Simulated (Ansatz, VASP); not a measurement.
**B3As2: VASP beside Ansatz**

INCAR

```
PREC     = Accurate       # precision mode
ENCUT    = 600            # plane-wave cutoff, eV
EDIFF    = 1E-7           # SCF threshold, eV
ISMEAR   = 0              # smearing method
SIGMA    = 0.1            # smearing width, eV
LREAL    = False          # projectors in reciprocal space
LASPH    = True           # aspherical terms in the spheres
NELM     = 120            # most SCF steps
ALGO     = Normal         # electronic algorithm
ISIF     = 3              # what is computed and relaxed
LWAVE    = False          # write WAVECAR
LCHARG   = False          # write CHGCAR
GGA      = PE             # functional
IBRION   = 2              # ionic algorithm
NSW      = 90             # ionic steps
EDIFFG   = -0.04          # ionic threshold
GGA_COMPAT= False        
NELMIN   = 4
```

Contents of KPOINTS:

```
Automatic mesh
0
Gamma
  4 4 6
```

The input POSCAR:

```
B3As2
1.0
    3.2934355400     -3.5994098400      0.0000000000
    3.2934355400      3.5994098400      0.0000000000
    0.0000000000      0.0000000000      3.6490954800
B As
3 2
Direct
    0.8977120200      0.8977120200      0.0000000000
    0.1022879800      0.1022879800      0.0000000000
    0.5000000000      0.5000000000      0.5000000000
    0.0000000000      0.5000000000      0.0000000000
    0.5000000000      0.0000000000      0.0000000000
```

Input for Ansatz:

```yaml
crystal:
  lattice:
    - [3.29343554, -3.59940984, 0.0]
    - [3.29343554, 3.59940984, 0.0]
    - [0.0, 0.0, 3.64909548]
  atoms:
    - { symbol: B, position: [0.89771202, 0.89771202, 0.0] }
    - { symbol: B, position: [0.10228798, 0.10228798, 0.0] }
    - { symbol: B, position: [0.5, 0.5, 0.5] }
    - { symbol: As, position: [0.0, 0.5, 0.0] }
    - { symbol: As, position: [0.5, 0.0, 0.0] }
basis:
  ecutwfc: 420
kpoints:
  mp_grid: { grid: [4, 4, 6] }
hamiltonian:
  xc: pbe
scf:
  occupations: { method: gaussian, width: 0.1 }
  lower_state_search: "off"
output:
  forces: true
  stress: true
  eigenvalues: true
relax:
  adjacent_minimum: "off"
  f_tol: 0.04
  max_steps: 70
  cell: { stress_tol: 0.4 }
```

Alike in both runs: task relaxation of cell and atoms; functional PBE; k mesh 4 × 4 × 6; occupations gaussian, width 0.1 eV; no spin polarisation.

|  | VASP | Ansatz |
| --- | --- | --- |
| version | VASP 6.6.1 | Ansatz 0.2.0 |
| potentials or method | VASP PAW PBE potentials, release 64 (B, As_d), cutoff 600 eV | scalar-relativistic, plane waves, PAW |
| valence electrons in the cell | 39 | 39 |

|  | VASP | Ansatz | Ansatz less VASP |
| --- | --- | --- | --- |
| gap on the k mesh at the Fermi level, each at its own relaxed structure (eV) | none | none | - |
| relaxed volume (Å³/atom) | 13.76 | 13.73 | -0.028 |
| relaxed cell length with the largest relative difference (Å) | 2.751 | 2.744 | -0.0067 |

A gap of «none» marks a metal or a gap that the smearing closes.

Noted on VASP's run: the volume moved by over 15 % at a fixed basis, so the end points are rough.
